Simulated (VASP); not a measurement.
Runs of VASP 6.6.1 on HfO2. The structure is that of space group Fm-3m (No. 225), or close to it. The cells are those of the table. 

```tsv
task	level	spin	cell	k mesh	grid for exact exchange (PRECFOCK)	share of exact exchange	screening parameter	gap on the mesh (eV)	pressure (GPa)
single point	HSE06	off	a = 3.505 Å, angles 60.0°, 3 atoms	6 × 6 × 6	Normal	0.25	0.2079 1/Å	5.55	12.5
dielectric tensor	r2SCAN	off	a = 3.434 Å, angles 60.0°, 3 atoms	8 × 8 × 8	-	-	-	4.67	-
dielectric tensor	r2SCAN	off	a = 3.505 Å, angles 60.0°, 3 atoms	8 × 8 × 8	-	-	-	(b)	-
single point	r2SCAN	non-collinear, zero start, SOC	a = 3.720 Å, angles 60.0°, 3 atoms	8 × 8 × 8	-	-	-	-	-27.6
dielectric tensor	r2SCAN	off	a = 3.469 Å, angles 60.0°, 3 atoms	8 × 8 × 8	-	-	-	(a)	-
```

Alike in all rows: potentials or basis VASP PAW PBE potentials, release 64 (Hf_pv, O); cutoff (eV) 520; smearing gaussian 0.01 eV.

Question: Fill in the values left out.

Answer: (a) 4.58; (b) 4.49.

Caveats: the PAW data sets were made with another functional, which shifts forces and pressure a little; spin-orbit coupling is left out, which moves the levels of the heavy elements (at least some runs); the cell stands under pressure (at least some runs); the cell stands under tension (at least some runs).

A k mesh can miss the band edges, and rows without SOC leave out spin-orbit coupling on Hf.
